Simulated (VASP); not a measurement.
# PbO (Pmmn) in VASP: further runs

The runs below take PbO through single point, with PBE+D3(BJ).

Everything below comes from runs of VASP 6.6.1. Logs are shortened: lines on timing, memory, paths and dates and some standing lists are left out, and cuts for length are marked.

### Step 1. The cell of the first run

Symmetry: Pmmn, No. 59, orthorhombic system. Conventional cell: a = 3.953 Å, b = 4.114 Å, c = 4.995 Å, α = 90.00°, β = 90.00°, γ = 90.00°. Pb (site symmetry mm2) has 4 O at 2.33 to 2.35 Å within 3.1 Å. O (site symmetry mm2) has 4 Pb at 2.33 to 2.35 Å and 4 O at 2.85 Å within 3.1 Å.

### Step 2. Single point, PBE+D3(BJ) (uniaxial strain along a: -2.0 %, then relaxed in part)

Contents of INCAR:

```
ALGO = Normal
EDIFF = 1E-6
ENCUT = 600
GGA = PE
GGA_COMPAT = False
ISIF = 2
ISMEAR = 0
IVDW = 12
LASPH = True
LCHARG = False
LREAL = False
LWAVE = False
NBANDS = 28
NELM = 120
PREC = Accurate
SIGMA = 0.02
```

Contents of KPOINTS:

```
k-points
0
Gamma
  8 8 6
```

Contents of POSCAR:

```
PbO
1.0
    3.9532705241      0.0000000000      0.0000000000
    0.0000000000      4.1137646386      0.0000000000
    0.0000000000      0.0000000000      4.9948675973
Pb O
2 2
Direct
    0.0000000000      0.5000000000      0.2376143036
    0.5000000000      0.0000000000      0.7623856964
    0.0000000000      0.0000000000      0.0088962771
    0.5000000000      0.5000000000     -0.0088962771
```

Potentials or basis: VASP PAW PBE potentials, release 64 (Pb_d, O).

The run is started by

```console
$ cat potpaw_PBE.64/Pb_d/POTCAR potpaw_PBE.64/O/POTCAR > POTCAR
$ mpirun -np 1 vasp_std > vasp.out
```

OUTCAR:

```text
EDIFF = 1E-6
   ENCUT = 600
   GGA = PE
   ISIF = 2
   ISMEAR = 0
   IVDW = 12
   LASPH = True
   LREAL = False
   NELM = 120
   PREC = Accurate
 IVDW          = 12

 ion  position               nearest neighbor table
   1  0.000  0.500  0.238-   4 2.33   4 2.33   3 2.35   3 2.35   2 3.71   2 3.71   2 3.71   2 3.71
                             2 3.87   2 3.87   2 3.87   2 3.87
   2  0.500  0.000  0.762-   3 2.33   3 2.33   4 2.35   4 2.35   1 3.71   1 3.71   1 3.71   1 3.71
                             1 3.87   1 3.87   1 3.87   1 3.87
   3  0.000  0.000  0.009-   2 2.33   2 2.33   1 2.35   1 2.35
   4  0.500  0.500  0.991-   1 2.33   1 2.33   2 2.35   2 2.35

  LATTYP: Found a simple orthorhombic cell.
 ALAT       =     3.9532705241
 B/A-ratio  =     1.0405978072
 C/A-ratio  =     1.2634773074

  Lattice vectors:

 A1 = (   3.9532705241,   0.0000000000,   0.0000000000)
 A2 = (   0.0000000000,   4.1137646386,   0.0000000000)
 A3 = (   0.0000000000,   0.0000000000,   4.9948675973)

Analysis of symmetry for initial positions (statically):
=====================================================================
 Subroutine PRICEL returns:
 Original cell was already a primitive cell.

 Routine SETGRP: Setting up the symmetry group for a
 simple orthorhombic supercell.

 Subroutine GETGRP returns: Found  8 space group operations
 (whereof  4 operations were pure point group operations)
 out of a pool of  8 trial point group operations.

The static configuration has the point symmetry C_2v.
 The point group associated with its full space group is D_2h.

Analysis of symmetry for dynamics (positions and initial velocities):
=====================================================================
 Subroutine PRICEL returns:
 Original cell was already a primitive cell.

 Routine SETGRP: Setting up the symmetry group for a
 simple orthorhombic supercell.

 Subroutine GETGRP returns: Found  8 space group operations
 (whereof  4 operations were pure point group operations)
 out of a pool of  8 trial point group operations.

The dynamic configuration has the point symmetry C_2v.
 The point group associated with its full space group is D_2h.

 Subroutine INISYM returns: Found  8 space group operations
 (whereof  4 operations are pure point group operations),
 and found     1 'primitive' translations

----------------------------------------------------------------------------------------

                                     Primitive cell

  volume of cell :      81.2307

  direct lattice vectors                    reciprocal lattice vectors
     3.953270524  0.000000000  0.000000000     0.252955115  0.000000000  0.000000000
     0.000000000  4.113764639  0.000000000     0.000000000  0.243086343  0.000000000
     0.000000000  0.000000000  4.994867597     0.000000000  0.000000000  0.200205507

  length of vectors
     3.953270524  4.113764639  4.994867597     0.252955115  0.243086343  0.200205507

  position of ions in fractional coordinates (direct lattice)
     0.000000000  0.500000000  0.237614304
     0.500000000  0.000000000  0.762385696
     0.000000000  0.000000000  0.008896277
     0.500000000  0.500000000  0.991103723

  ion indices of the primitive-cell ions
   primitive index   ion index
                 1           1
                 2           2
                 3           3
                 4           4

----------------------------------------------------------------------------------------

 KPOINTS: k-points

Automatic generation of k-mesh.
 Grid dimensions read from file:
 generate k-points for:    8    8    6

 Generating k-lattice:

  Cartesian coordinates                     Fractional coordinates (reciprocal lattice)
     0.031619389  0.000000000  0.000000000     0.125000000  0.000000000  0.000000000
     0.000000000  0.030385793  0.000000000     0.000000000  0.125000000  0.000000000
     0.000000000  0.000000000  0.033367585     0.000000000  0.000000000  0.166666667

  Length of vectors
     0.031619389  0.030385793  0.033367585

  Shift w.r.t. Gamma in fractional coordinates (k-lattice)
     0.000000000  0.000000000  0.000000000

 Subroutine IBZKPT returns following result:
 ===========================================

 Found    100 irreducible k-points:

 Following reciprocal coordinates:
            Coordinates               Weight
  0.000000  0.000000  0.000000      1.000000
  0.125000  0.000000  0.000000      2.000000
  0.250000  0.000000  0.000000      2.000000
  0.375000  0.000000  0.000000      2.000000
  0.500000  0.000000  0.000000      1.000000
  0.000000  0.125000  0.000000      2.000000
[... 16 lines left out ...]
  0.250000  0.500000  0.000000      2.000000
  0.375000  0.500000  0.000000      2.000000
 [... further k-points ...]
   k-points           NKPTS =    100   k-points in BZ     NKDIM =    100   number of bands    NBANDS=     28
   number of dos      NEDOS =    301   number of ions     NIONS =      4
   total plane-waves  NPLWV =  46080
   dimension x,y,z NGX =    32 NGY =   36 NGZ =   40
   dimension x,y,z NGXF=    64 NGYF=   72 NGZF=   80
   ions per type =               2   2
   NGX,Y,Z   is equivalent  to a cutoff of  13.46, 14.55, 13.31 a.u.
   NGXF,Y,Z  is equivalent  to a cutoff of  26.91, 29.10, 26.63 a.u.
 SYSTEM =  unknown system
   PREC   = accura    normal or accurate (medium, high low for compatibility)
   ISTART =      0    job   : 0-new  1-cont  2-samecut
   ICHARG =      2    charge: 1-file 2-atom 10-const
   ISPIN  =      1    spin polarized calculation?
   LNONCOLLINEAR =      F non collinear calculations
   LSORBIT =      F    spin-orbit coupling
   LASPH  =      T    aspherical Exc in radial PAW
   ENCUT  =  600.0 eV  44.10 Ry    6.64 a.u.   7.90  8.22  9.98*2*pi/ulx,y,z
   NELM   =    120;   NELMIN=  2; NELMDL= -5     # of ELM steps
   EDIFF  = 0.1E-05   stopping-criterion for ELM
   LREAL  =      F    real-space projection
   EDIFFG = 0.1E-04   stopping-criterion for IOM
   NSW    =      0    number of steps for IOM
   IBRION =     -1    ionic relax: 0-MD 1-quasi-New 2-CG
   NFREE  =      0    steps in history (QN), initial steepest desc. (CG)
   ISIF   =      2    stress and relaxation
   ISYM   =      2    0-nonsym 1-usesym 2-fastsym
   POTIM  = 0.5000    time-step for ionic-motion
   TEBEG  =    0.0;   TEEND  =   0.0 temperature during run
   PSTRESS=    0.0 pullay stress
   NELECT =      40.0000    total number of electrons
   NUPDOWN=      -1.0000    fix difference up-down
   EMIN   =  10.00;   EMAX   =-10.00  energy-range for DOS
   EFERMI =   0.00;   METHOD = LEGACY
   ISMEAR =     0;   SIGMA  =   0.02  broadening in eV -4-tet -1-fermi 0-gaus
   EFERMI_NEDOS =   21; number of points for ismear=-14 and -15
   IALGO  =     38    algorithm
   IMIX   =      4    mixing-type and parameters
     AMIX     =   0.40;   BMIX     =  1.00
     AMIX_MAG =   1.60;   BMIX_MAG =  1.00
  volume/ion in A,a.u.               =      20.31       137.04
  Fermi-wavevector in a.u.,A,eV,Ry     =   1.292771  2.442982 22.738820  1.671256
  Thomas-Fermi vector in A             =   2.424458
   LORBIT       =      0    0 simple, 1 ext, 2 COOP (PROOUT), +10 PAW based schemes
   GGA     = PE    functional components
   LHFCALC =     F    Hartree Fock is set to
   AEXX    =    0.0000 exact exchange contribution
   IVDW    =    12    specifies the selected vdW correction
   LEPSILON=     F    determine dielectric tensor
   LRPA    =     F    only Hartree local field effects (RPA)
 non-spin polarized calculation
 Gauss-broadening in eV      SIGMA  =   0.02
  energy-cutoff  :      600.00
  volume of cell :       81.23
 maximum number of plane-waves:      2736
 NGX is ok and might be reduce to    32
   NGX = 15   NGY = 17   NGZ = 19

 number of electron      39.9999999 magnetization

 Free energy of the ion-electron system (eV)
  ---------------------------------------------------
  ext. energy  EPLUGINS =         0.00000000
  ---------------------------------------------------
  free energy    TOTEN  =       -21.46780920 eV

  energy without entropy =      -21.46780920  energy(sigma->0) =      -21.46780920

 E-fermi :   4.9895     XC(G=0):  -9.7318

 val. band max:        4.8374135728   @ k =   0.1250   0.0000   0.0000
 cond. band min:       6.0948351112   @ k =   0.5000   0.5000   0.0000
 fundamental gap:      1.2574215383
 Fermi energy:         4.9895057012

 k-point     1 :       0.0000    0.0000    0.0000
  band No.  band energies     occupation
      1     -13.2498      2.00000
      2     -12.8133      2.00000
      3     -11.1126      2.00000
      4     -11.1096      2.00000
      5     -11.0610      2.00000
      6     -11.0261      2.00000
[... 20 lines left out ...]
     27      12.3701      0.00000
     28      12.9811      0.00000

 k-point     2 :       0.1250    0.0000    0.0000
  band No.  band energies     occupation
      1     -13.2220      2.00000
      2     -12.8229      2.00000
      3     -11.1051      2.00000
      4     -11.1012      2.00000
      5     -11.0500      2.00000
      6     -11.0168      2.00000
[... 20 lines left out ...]
     27      12.5094      0.00000
     28      14.0961      0.00000

 k-point     3 :       0.2500    0.0000    0.0000
  band No.  band energies     occupation
      1     -13.1511      2.00000
      2     -12.8538      2.00000
      3     -11.0843      2.00000
      4     -11.0771      2.00000
      5     -11.0179      2.00000
      6     -10.9918      2.00000
[... 20 lines left out ...]
     27      12.7280      0.00000
     28      15.9256      0.00000

 k-point     4 :       0.3750    0.0000    0.0000
  band No.  band energies     occupation
      1     -13.0634      2.00000
      2     -12.9071      2.00000
      3     -11.0551      2.00000
      4     -11.0444      2.00000
      5     -11.0004      2.00000
      6     -10.9889      2.00000
[... 578 lines left out ...]
     27      14.1420      0.00000
     28      14.1420      0.00000

 k-point    23 :       0.2500    0.5000    0.0000
  band No.  band energies     occupation
      1     -12.9397      2.00000
      2     -12.9397      2.00000
      3     -11.0087      2.00000
      4     -11.0087      2.00000
      5     -11.0017      2.00000
      6     -11.0017      2.00000
[... 20 lines left out ...]
     27      13.6490      0.00000
     28      13.6490      0.00000

 k-point    24 :       0.3750    0.5000    0.0000
  band No.  band energies     occupation
      1     -12.9379      2.00000
      2     -12.9379      2.00000
      3     -11.0218      2.00000
      4     -11.0218      2.00000
      5     -10.9529      2.00000
      6     -10.9529      2.00000
[... 20 lines left out ...]
     27      13.3082      0.00000
     28      13.3082      0.00000

 [... further k-points ...]

------------------------ aborting loop because EDIFF is reached ----------------------------------------

 Edisp (eV)   -0.93458

 E8    (eV) :    -0.4285

  FORCE on cell =-STRESS in cart. coord.  units (eV):
  Direction    XX          YY          ZZ          XY          YZ          ZX
  --------------------------------------------------------------------------------------
  -------------------------------------------------------------------------------------
  Total       0.05529     0.02645     0.01111     0.00000     0.00000     0.00000
  in kB       1.09047     0.52161     0.21909     0.00000     0.00000     0.00000
  external pressure =        0.61 kB  Pullay stress =        0.00 kB

 VOLUME and BASIS-vectors are now :
 -----------------------------------------------------------------------------
  energy-cutoff  :      600.00
  volume of cell :       81.23
      direct lattice vectors                 reciprocal lattice vectors
     3.953270524  0.000000000  0.000000000     0.252955115  0.000000000  0.000000000
     0.000000000  4.113764639  0.000000000     0.000000000  0.243086343  0.000000000
     0.000000000  0.000000000  4.994867597     0.000000000  0.000000000  0.200205507

 POSITION                                       TOTAL-FORCE (eV/Angst)
 -----------------------------------------------------------------------------------
      0.00000      2.05688      1.18685         0.000000      0.000000      0.034810
      1.97664      0.00000      3.80802         0.000000      0.000000     -0.034810
      0.00000      0.00000      0.04444         0.000000      0.000000      0.002593
      1.97664      2.05688      4.95043         0.000000      0.000000     -0.002593
 -----------------------------------------------------------------------------------
    total drift:                                0.000000      0.000000     -0.000000

  FREE ENERGIE OF THE ION-ELECTRON SYSTEM (eV)
  ---------------------------------------------------
  free  energy   TOTEN  =       -22.4023899748 eV

  energy  without entropy=      -22.4023899748  energy(sigma->0) =      -22.40238997
```

It took 2.6 min on 1 thread of Oxide Virtual Turin-like, shared host; peak memory 0.34 GiB.

Results:

```
Free energy                : -22.4024 eV
Pressure                   : 0.1 GPa
Largest force              : 0.035 eV/Å
Band gap on the k mesh     : 1.26 eV (least direct gap 2.19 eV)
Dispersion energy per atom : -0.234 eV
```

Forces on the atoms (eV/Å):
```
Pb   0.000  0.000  0.035
Pb   0.000  0.000 -0.035
O    0.000  0.000  0.003
O    0.000  0.000 -0.003
```

Caveat: the cell differs from its parent crystal (uniaxial strain along a: -2.0 %, then relaxed in part); spin-orbit coupling is left out, which moves the levels of the heavy elements.

### Step 3. Single point, PBE+D3(BJ)

Contents of INCAR:

```
SYSTEM = PbO
  ALGO = Normal
  EDIFF = 1E-6
  ENCUT = 600
  GGA = PE
  GGA_COMPAT = .FALSE.
  ISIF = 2
  ISMEAR = 0
  IVDW = 12
  LASPH = .TRUE.
  LCHARG = .TRUE.
  LELF = .TRUE.
  LREAL = .FALSE.
  LVHAR = .TRUE.
  LWAVE = .FALSE.
  NBANDS = 28
  NELM = 120
  PREC = Accurate
  SIGMA = 0.02
```

Contents of KPOINTS:

```
k-points
0
G
  8 8 6
  0 0 0
```

POSCAR is that of step 2.

Potentials or basis: VASP PAW PBE potentials, release 64 (Pb_d, O).

The run is started by

```console
$ cat potpaw_PBE.64/Pb_d/POTCAR potpaw_PBE.64/O/POTCAR > POTCAR
$ mpirun -np 1 vasp_std > vasp.out
```

Run time: 2.7 min. Hardware: 1 thread of Oxide Virtual Turin-like, shared host; peak memory 0.34 GiB.

The run converged. Its results:

```
Free energy                : -22.4024 eV
Pressure                   : 0.1 GPa
Largest force              : 0.035 eV/Å
Band gap on the k mesh     : 1.26 eV (least direct gap 2.19 eV)
Dispersion energy per atom : -0.234 eV
```

Forces in eV/Å, atoms in the order of the input:
```
Pb   0.000  0.000  0.035
Pb   0.000  0.000 -0.035
O    0.000  0.000  0.003
O    0.000  0.000 -0.003
```

Levels at points of the mesh, in eV from the valence-band top:
```csv
k point,band 17,band 18,band 19,band 20,band 21,band 22,band 23,band 24
"(0.00, 0.00, 0.00)",-1.58,-1.55,-1.53,-0.04,2.38,5.34,5.54,5.80
"(0.50, 0.00, 0.00)",-2.90,-2.90,-1.48,-1.48,3.26,3.26,6.49,6.49
"(0.00, 0.50, 0.00)",-2.77,-2.77,-1.53,-1.53,3.55,3.55,6.40,6.40
"(0.50, 0.50, 0.00)",-1.55,-1.55,-0.93,-0.93,1.26,1.26,5.33,5.33
"(0.00, 0.00, 0.50)",-1.60,-1.58,-1.56,-0.76,1.94,3.77,4.14,4.22
"(0.50, 0.00, 0.50)",-2.86,-2.86,-0.90,-0.90,3.17,3.17,6.14,6.14
"(0.00, 0.50, 0.50)",-2.73,-2.73,-0.87,-0.87,3.05,3.05,6.31,6.31
"(0.50, 0.50, 0.50)",-2.16,-2.16,-0.93,-0.93,3.51,3.51,4.78,4.78
```

Caveat: spin-orbit coupling is left out, which moves the levels of the heavy elements.

### Step 4. Single point, PBE+D3(BJ) (uniaxial strain along a: +2.0 %, then relaxed in part)

Contents of INCAR:

```
ALGO = Normal
EDIFF = 1E-6
ENCUT = 600
GGA = PE
GGA_COMPAT = F
ISIF = 2
ISMEAR = 0
IVDW = 12
LASPH = T
LCHARG = F
LREAL = F
LWAVE = F
NBANDS = 28
NELM = 120
PREC = Accurate
SIGMA = 0.02
```

Contents of KPOINTS:

```
k-points
0
Gamma
  8 8 6
```

Contents of POSCAR:

```
PbO
1.0
    4.1146285047      0.0000000000      0.0000000000
    0.0000000000      3.9578877085      0.0000000000
    0.0000000000      0.0000000000      4.9888406055
Pb O
2 2
Direct
    0.0000000000      0.5000000000      0.2376724500
    0.5000000000      0.0000000000      0.7623275500
    0.0000000000      0.0000000000     -0.0086706732
    0.5000000000      0.5000000000      0.0086706732
```

The run is started by

```console
$ cat potpaw_PBE.64/Pb_d/POTCAR potpaw_PBE.64/O/POTCAR > POTCAR
$ mpirun -np 1 vasp_std > vasp.out
```

Wall time 4.7 min (1 thread of Oxide Virtual Turin-like, shared host); peak memory 0.34 GiB.

It converged, with:

| Property | Result |
| --- | --- |
| Free energy | -22.4025 eV |
| Pressure | 0.0 GPa |
| Largest force | 0.036 eV/Å |
| Band gap on the k mesh | 1.26 eV (least direct gap 2.19 eV) |
| Dispersion energy per atom | -0.234 eV |

Forces in eV/Å, atoms in the order of the input:
```
Pb   0.000  0.000  0.036
Pb   0.000  0.000 -0.036
O    0.000  0.000 -0.003
O    0.000  0.000  0.003
```

Levels at points of the mesh, in eV from the valence-band top:
| k point | band 17 | band 18 | band 19 | band 20 | band 21 | band 22 | band 23 | band 24 |
| --- | --- | --- | --- | --- | --- | --- | --- | --- |
| (0.00, 0.00, 0.00) | -1.57 | -1.54 | -1.53 | -0.04 | 2.38 | 5.34 | 5.55 | 5.79 |
| (0.50, 0.00, 0.00) | -2.77 | -2.77 | -1.52 | -1.52 | 3.55 | 3.55 | 6.41 | 6.41 |
| (0.00, 0.50, 0.00) | -2.89 | -2.89 | -1.47 | -1.47 | 3.28 | 3.28 | 6.49 | 6.49 |
| (0.50, 0.50, 0.00) | -1.54 | -1.54 | -0.93 | -0.93 | 1.26 | 1.26 | 5.34 | 5.34 |
| (0.00, 0.00, 0.50) | -1.59 | -1.57 | -1.56 | -0.75 | 1.93 | 3.77 | 4.13 | 4.22 |
| (0.50, 0.00, 0.50) | -2.73 | -2.73 | -0.86 | -0.86 | 3.06 | 3.06 | 6.30 | 6.30 |
| (0.00, 0.50, 0.50) | -2.86 | -2.86 | -0.89 | -0.89 | 3.17 | 3.17 | 6.14 | 6.14 |
| (0.50, 0.50, 0.50) | -2.15 | -2.15 | -0.93 | -0.93 | 3.52 | 3.52 | 4.79 | 4.79 |

Caveat: the cell differs from its parent crystal (uniaxial strain along a: +2.0 %, then relaxed in part); spin-orbit coupling is left out, which moves the levels of the heavy elements. A k mesh can miss the band edges.
